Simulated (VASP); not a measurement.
Write the native input for VASP 6.6.1 that does the following.

```yaml
Task: single point
Functional: LDA
Potentials_or_basis: VASP PAW LDA potentials, release 64 (Si)
Cutoff: 520 eV
k_mesh: 10 × 10 × 8
Occupations: gaussian, width 0.15 eV
Spin: no spin polarisation
Dipole_correction: no
Further_INCAR_settings: ALGO = Normal; EDIFF = 1e-06; NBANDS = 26
```

The structure of Si lies in POSCAR:

```
Si
1.0
    4.6659405456     -2.4955740649      0.0000000000
    4.6659405456      2.4955740649      0.0000000000
    0.0000000000      0.0000000000      5.0612659497
Si
8
Direct
    0.5000000000      0.5000000000      0.7705063100
    0.5000000000      0.5000000000      0.2294936900
    1.0000000000      0.0000000000      0.2705063100
    0.0000000000      1.0000000000      0.7294936900
    0.7262158274      0.7262158274      0.5000000000
    0.2262158274      0.2262158274      0.0000000000
    0.2737841726      0.2737841726      0.5000000000
    0.7737841726      0.7737841726      0.0000000000
```

This cell differs from its parent crystal: strain +0.025 along x and y, -0.050 along z.

These files were run (other wordings do the same):

INCAR

```
PREC = Accurate ; ENCUT = 520
EDIFF = 1E-6 ; ISMEAR = 0
SIGMA = 0.15 ; LREAL = False
LASPH = True ; NELM = 80
ALGO = Normal ; ISIF = 2
LWAVE = False ; LCHARG = False
GGA = CA ; NBANDS = 26
```

KPOINTS

```
regular mesh
0
Gamma
  10 10 8
```

Potentials or basis: VASP PAW LDA potentials, release 64 (Si).

The run is started by

```bash
$ cat potpaw_LDA.64/Si/POTCAR > POTCAR
$ mpirun -np 1 vasp_std > vasp.out
```

Results of the run:

The pressure is 0.7 GPa, the largest force is 0.534 eV/Å and the band gap on the k mesh is zero (bands 16 and 17 overlap by 2.47 eV).

Caveat: the cell differs from its parent crystal (strain +0.025 along x and y, -0.050 along z); the stress differs along the axes, from -6 to 8 GPa.

Wall time 3.3 min on 1 thread of AMD EPYC 9R45 96-Core Processor (Zen 5), on a shared host, peak memory 0.38 GiB.
